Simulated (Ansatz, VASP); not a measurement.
Two plane-wave programs on Li2O

```
CELL_PARAMETERS angstrom
0.00000 2.31249 2.31249
2.31249 0.00000 2.31249
2.31249 2.31249 0.00000
ATOMIC_POSITIONS crystal
O 0.00000 0.00000 0.00000
Li 0.25000 0.25000 0.25000
Li 0.75000 0.75000 0.75000
```

Alike in both runs: functional PBE; k mesh 8 × 8 × 8; occupations gaussian, width 0.02 eV; no spin polarisation.

Ansatz relaxed the structure, and its values are those at the end. VASP's run is a single point on that final structure, the one shown.

|  | VASP | Ansatz |
| --- | --- | --- |
| version | VASP 6.6.1 | Ansatz 0.2.0 |
| potentials or method | VASP PAW PBE potentials, release 64 (O, Li_sv), cutoff 750 eV | scalar-relativistic, plane waves, PAW |
| valence electrons in the cell | 12 | 12 |

Ansatz gave:

| Item | Value |
| --- | --- |
| gap on the k mesh at the Fermi level (eV) | 4.99 |
| least direct gap on the mesh (eV) | 5.24 |
| pressure (GPa) | 0.0 |

**Question.** Which values does VASP return?

**Answer.** gap on the k mesh at the Fermi level (eV): 4.97; least direct gap on the mesh (eV): 5.24; pressure (GPa): -0.3.
